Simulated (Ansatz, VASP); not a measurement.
Two plane-wave programs on Tl

```xyz
4
Lattice="3.6154 0.0000 0.0000 -1.8077 3.1310 0.0000 0.0000 0.0000 11.6035" Properties=species:S:1:pos:R:3 pbc="T T T"
Tl    1.8077    3.1310    0.0000
Tl    1.8077    3.1310    5.8017
Tl    0.0000    2.0873    2.9009
Tl    1.8077    1.0437    8.7026
```

Alike in both runs: functional revPBE; k mesh 11 × 11 × 3; occupations fermi-dirac, width 0.1 eV; no spin polarisation.

Ansatz relaxed the structure, and its values are those at the end. VASP's run is a single point on that final structure, the one shown.

|  | VASP | Ansatz |
| --- | --- | --- |
| version | VASP 6.6.1 | Ansatz 0.2.0 |
| potentials or method | VASP PAW PBE potentials, release 64 (Tl_d), cutoff 520 eV | plane waves (420 eV) with PAW, scalar-relativistic |
| valence electrons in the cell | 52 | 52 |

```tsv
	VASP	Ansatz	Ansatz less VASP
pressure (GPa)	-0.1	0.0	+0.06
```

VASP's potentials were made for PBE, not for revPBE. With one functional, cell and mesh, what is left measures potentials, basis and numerics.

Neither program's run includes spin-orbit coupling.
